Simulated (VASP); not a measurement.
A run of VASP 6.6.1 is set up as follows.

Contents of INCAR:

```
SYSTEM = Cd
PREC = Accurate
ENCUT = 520
EDIFF = 1E-6
ISMEAR = -1
SIGMA = 0.05
LREAL = .False.
LASPH = .True.
NELM = 100
ALGO = Normal
ISIF = 2
LWAVE = .False.
LCHARG = .True.
GGA = PE
LELF = .True.
LVHAR = .True.
NBANDS = 19
```

File KPOINTS:

```
Automatic mesh
0
Gamma
  14 14 7
  0 0 0
```

File POSCAR:

```
Cd
1.0
    2.9192950579      0.0000000000      0.0000000000
   -1.4596475289      2.5281836813      0.0000000000
    0.0000000000      0.0000000000      5.6176500000
Cd
2
Direct
    0.3333333333      0.6666666667      0.2500000000
    0.6666666667      0.3333333333      0.7500000000
```

Potentials or basis: VASP PAW PBE potentials, release 64 (Cd).

Command:

```sh
$ cat potpaw_PBE.64/Cd/POTCAR > POTCAR
$ mpirun -np 1 vasp_std > vasp.out
```

(1) Predict the pressure.

(2) What does it give for the band gap on the k mesh?

Results:

(1) 6.7 GPa.

(2) zero (band 12 reaches 4.78 eV, above the bottom of band 13 at 0.06 eV).

Caveat: the cell differs from its parent crystal (equal xx and yy strain of -2 %).
